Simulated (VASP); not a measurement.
Runs of VASP 6.6.1 on Ta. The structure is that of space group Pm-3m (No. 221), or close to it. The cells are those of the table. 

```tsv
task	cell	k mesh	cutoff (eV)	gap on the mesh (eV)	pressure (GPa)
single point	a = 2.684 Å, 1 atom	13 × 13 × 13	520	none	(a)
single point	a = 2.610 Å, 1 atom	13 × 13 × 13	520	none	16.8
relaxation of cell and atoms	relaxed from a = 2.692 Å, 1 atom	12 × 12 × 12	600	none	0.0
single point	a = 2.719 Å, 1 atom	13 × 13 × 13	520	none	-5.6
single point	a = 2.787 Å, 1 atom	13 × 13 × 13	520	none	-14.6
single point	a = 2.684 Å, 1 atom	19 × 19 × 19	520	none	(b)
single point	a = 2.647 Å, 1 atom	13 × 13 × 13	520	none	7.8
single point	a = 2.753 Å, 1 atom	13 × 13 × 13	520	none	-10.5
```

Alike in all rows: level LDA; potentials or basis VASP PAW LDA potentials, release 64 (Ta_pv); no spin polarisation; smearing fermi-dirac 0.1 eV.

Problem. Estimate the missing entries.

Solution. (a) 0.4; (b) 0.9.

Caveats: spin-orbit coupling is left out, which moves the levels of the heavy elements.

A k mesh can miss the band edges, and the runs leave out spin-orbit coupling on Ta.

A gap of «none» marks levels without a gap at the run's occupations.
